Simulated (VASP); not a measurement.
Input of a VASP 6.6.1 run:

File INCAR:

```
  PREC = Accurate
  ENCUT = 600
  EDIFF = 1E-6
  ISMEAR = 0
  SIGMA = 0.02
  LREAL = False
  LASPH = True
  NELM = 120
  ALGO = Normal
  ISIF = 2
  LWAVE = False
  LCHARG = False
  GGA = PE
  NBANDS = 19
  GGA_COMPAT = False
```

File KPOINTS:

```
Automatic mesh
0
Gamma
  8 8 8
```

File POSCAR:

```
BaF2
1.0
    0.0000000000      3.1000500000      3.1000500000
    3.1000500000      0.0000000000      3.1000500000
    3.1000500000      3.1000500000      0.0000000000
Ba F
1 2
Direct
    0.0000000000      0.0000000000      0.0000000000
    0.7500000000      0.7500000000      0.7500000000
    0.2500000000      0.2500000000      0.2500000000
```

Potentials or basis: VASP PAW PBE potentials, release 64 (Ba_sv, F).

Command:

```bash
$ cat potpaw_PBE.64/Ba_sv/POTCAR potpaw_PBE.64/F/POTCAR > POTCAR
$ mpirun -np 1 vasp_std > vasp.out
```

**Question.** Estimate the pressure.

**Answer.** 2.3 GPa.

**Question.** Predict the band gap on the k mesh.

**Answer.** 6.76 eV (least direct gap 6.84 eV).

Caveat: spin-orbit coupling is left out, which moves the levels of the heavy elements. A k mesh can miss the band edges.
